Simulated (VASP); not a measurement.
A run of VASP 6.6.1:

Contents of INCAR:

```
SYSTEM = Ni
PREC = Accurate
ENCUT = 600
EDIFF = 1E-6
ISMEAR = -1
SIGMA = 0.05
LREAL = .FALSE.
LASPH = .TRUE.
NELM = 150
ALGO = Normal
ISIF = 3
LWAVE = .FALSE.
LCHARG = .FALSE.
ISPIN = 2
MAGMOM = 1
LORBIT = 11
LMAXMIX = 4
GGA = B5
ALDAX = 1.0
AGGAX = 1.0
AGGAC = 1.0
ALDAC = 0.0
IVDW = 12
VDW_S6 = 1.0
VDW_S8 = 2.6996
VDW_A1 = 0.4298
VDW_A2 = 4.2359
IBRION = 2
NSW = 80
EDIFFG = -0.02
```

KPOINTS

```
regular mesh
0
G
  13 13 13
  0 0 0
```

The input POSCAR:

```
Ni
1.0
    0.0000000000      1.7375729330      1.7375729330
    1.7375729330      0.0000000000      1.7375729330
    1.7375729330      1.7375729330      0.0000000000
Ni
1
Direct
    0.0000000000      0.0000000000      0.0000000000
```

Potentials or basis: VASP PAW PBE potentials, release 64 (Ni).

Command:

```bash
$ cat potpaw_PBE.64/Ni/POTCAR > POTCAR
$ mpirun -np 1 vasp_std > vasp.out
```

Hardware: 1 thread of Intel Xeon 8259CL, with other jobs on the host.

Task: Estimate the wall time of this run.

Result: Wall time 98 s on 1 thread of Intel Xeon 8259CL, on a shared host, peak memory 0.15 GiB. Counts: scf iterations 27, k points 84, ion steps 3.
